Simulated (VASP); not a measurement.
# CdAg (Pm-3m) in VASP: a series of runs, part 2 of 2

VASP 6.6.1.

**3. Vibrations by perturbation theory, LDA**

This run uses another cell than the first one, of 16.96 Å³/atom.

The input, INCAR:

```
SYSTEM = CdAg
ALGO     = Normal         ! electronic algorithm
EDIFF    = 1E-8           ! SCF threshold, eV
ENCUT    = 520            ! plane-wave cutoff, eV
GGA      = CA             ! functional
IBRION   = 8              ! ionic algorithm
ISIF     = 2              ! what is computed and relaxed
ISMEAR   = -1             ! smearing method
LASPH    = .True.         ! aspherical terms in the spheres
LCHARG   = .False.        ! write CHGCAR
LREAL    = .False.        ! projectors in reciprocal space
LWAVE    = .False.        ! write WAVECAR
NELM     = 80             ! most SCF steps
NSW      = 1              ! ionic steps
PREC     = Accurate       ! precision mode
SIGMA    = 0.15           ! smearing width, eV
```

The input, KPOINTS:

```
k-points
0
Gamma
  14 14 14
  0 0 0
```

The input, POSCAR:

```
CdAg
1.0
    3.2367801677      0.0000000000      0.0000000000
    0.0000000000      3.2367801677      0.0000000000
    0.0000000000      0.0000000000      3.2367801677
Cd Ag
1 1
Direct
    0.5000000000      0.5000000000      0.5000000000
    0.0000000000      0.0000000000      0.0000000000
```

Potentials or basis: VASP PAW LDA potentials, release 64 (Cd, Ag).

Started as:

```console
$ cat potpaw_LDA.64/Cd/POTCAR potpaw_LDA.64/Ag/POTCAR > POTCAR
$ mpirun -np 1 vasp_std > vasp.out
```

OUTCAR:

```text
SYSTEM = CdAg
   EDIFF = 1E-8
   ENCUT = 520
   GGA = CA
   IBRION = 8
   ISIF = 2
   ISMEAR = -1
   LASPH = .True.
   LREAL = .False.
   NELM = 80
   NSW = 1
   PREC = Accurate

 ion  position               nearest neighbor table
   1  0.500  0.500  0.500-   2 2.80   2 2.80   2 2.80   2 2.80   2 2.80   2 2.80   2 2.80   2 2.80

   2  0.000  0.000  0.000-   1 2.80   1 2.80   1 2.80   1 2.80   1 2.80   1 2.80   1 2.80   1 2.80

  LATTYP: Found a simple cubic cell.
 ALAT       =     3.2367801677

  Lattice vectors:

 A1 = (   3.2367801677,   0.0000000000,   0.0000000000)
 A2 = (   0.0000000000,   3.2367801677,   0.0000000000)
 A3 = (   0.0000000000,   0.0000000000,   3.2367801677)

Analysis of symmetry for initial positions (statically):
=====================================================================
 Subroutine PRICEL returns:
 Original cell was already a primitive cell.

 Routine SETGRP: Setting up the symmetry group for a
 simple cubic supercell.

 Subroutine GETGRP returns: Found 48 space group operations
 (whereof 48 operations were pure point group operations)
 out of a pool of 48 trial point group operations.

The static configuration has the point symmetry O_h .

Analysis of symmetry for dynamics (positions and initial velocities):
=====================================================================
 Subroutine PRICEL returns:
 Original cell was already a primitive cell.

 Routine SETGRP: Setting up the symmetry group for a
 simple cubic supercell.

[... 617 lines left out ...]
 -----------------------------------------------------------------------------------
    total drift:                                0.000000      0.000000     -0.000000

  FREE ENERGIE OF THE ION-ELECTRON SYSTEM (eV)
  ---------------------------------------------------
  free  energy   TOTEN  =        -5.4596787960 eV

  energy  without entropy=       -5.4255526423  energy(sigma->0) =       -5.44261572

[... ionic steps 2 to 3 ...]

--------------------------------------- Ionic step        4  -------------------------------------------

------------------------ aborting loop because EDIFF is reached ----------------------------------------

[... ionic steps 5 to 6 ...]

--------------------------------------- Ionic step        7  -------------------------------------------

 Free energy of the ion-electron system (eV)
  ---------------------------------------------------
  ---------------------------------------------------
  free energy    TOTEN  =        -0.29558712 eV

  energy without entropy =       -0.29558711

------------------------ aborting loop because EDIFF is reached ----------------------------------------

 INTERNAL STRAIN TENSOR  FOR ION    2  DIRECTION 1   (eV/Angst):
 -----------------------------------------------------------------------------
     0.00127  0.00000 -0.00000
     0.00000 -0.00021 -0.00000
     0.00000 -0.00000 -0.00021

 INTERNAL STRAIN TENSOR FOR ION    2 for displacements in x,y,z  (eV/Angst):
          X           Y           Z          XY          YZ          ZX
  --------------------------------------------------------------------------------
  x     0.00000     0.00000     0.00000     0.00000     0.00000     0.00000
  y     0.00000     0.00000     0.00000     0.00000     0.00000     0.00000
  z     0.00000     0.00000     0.00000     0.00000     0.00000     0.00000

 SECOND DERIVATIVES (NOT SYMMETRIZED)
 ------------------------------------
               1X          1Y          1Z          2X          2Y          2Z
  1X    -5.027042    0.000000   -0.000000    5.027042   -0.000000    0.000000
  1Y     0.000000   -5.027042   -0.000000   -0.000000    5.027042    0.000000
  1Z    -0.000000   -0.000000   -5.027042    0.000000    0.000000    5.027042
  2X     5.037208   -0.000000   -0.000000   -5.037208    0.000000    0.000000
  2Y     0.000000    5.037208   -0.000000   -0.000000   -5.037208    0.000000
  2Z    -0.000000    0.000000    5.037208    0.000000   -0.000000   -5.037208

 Eigenvectors and eigenvalues of the dynamical matrix
 ----------------------------------------------------

   1 f  =    4.726796 THz    29.699335 2PiTHz  157.668940 cm-1    19.548448 meV
             X         Y         Z           dx          dy          dz
      1.618390  1.618390  1.618390     0.527188    0.369231   -0.273724
      0.000000  0.000000  0.000000    -0.538719   -0.377307    0.279711
[... 21 lines left out ...]
   6 f/i=    0.002387 THz     0.014996 2PiTHz    0.079610 cm-1     0.009870 meV
             X         Y         Z           dx          dy          dz
      1.618390  1.618390  1.618390     0.183327   -0.667209   -0.178996
      0.000000  0.000000  0.000000     0.179403   -0.652928   -0.175165

--------------------------------------------------------------------------------------------------------

 ELASTIC MODULI CONTR FROM IONIC RELAXATION (kBar)
 Direction    XX          YY          ZZ          XY          YZ          ZX
 --------------------------------------------------------------------------------
 XX           0.0000      0.0000      0.0000      0.0000      0.0000      0.0000
 YY           0.0000      0.0000      0.0000      0.0000      0.0000      0.0000
 ZZ           0.0000      0.0000      0.0000      0.0000      0.0000      0.0000
 XY           0.0000      0.0000      0.0000      0.0000      0.0000      0.0000
 YZ           0.0000      0.0000      0.0000      0.0000      0.0000      0.0000
 ZX           0.0000      0.0000      0.0000      0.0000      0.0000      0.0000
 --------------------------------------------------------------------------------
```

Wall time 4.6 min (1 thread of Intel Xeon 8259CL, shared host); peak memory 0.41 GiB.

Results:

- Highest phonon frequency at Γ: 158 cm⁻¹

Phonon frequencies in cm⁻¹ (negative: imaginary):
```csv
q point,frequencies
"(0.000, 0.000, 0.000)",0 0 0 158 158 158
```

Caveat: the cell stands under pressure or tension, which shifts response properties.
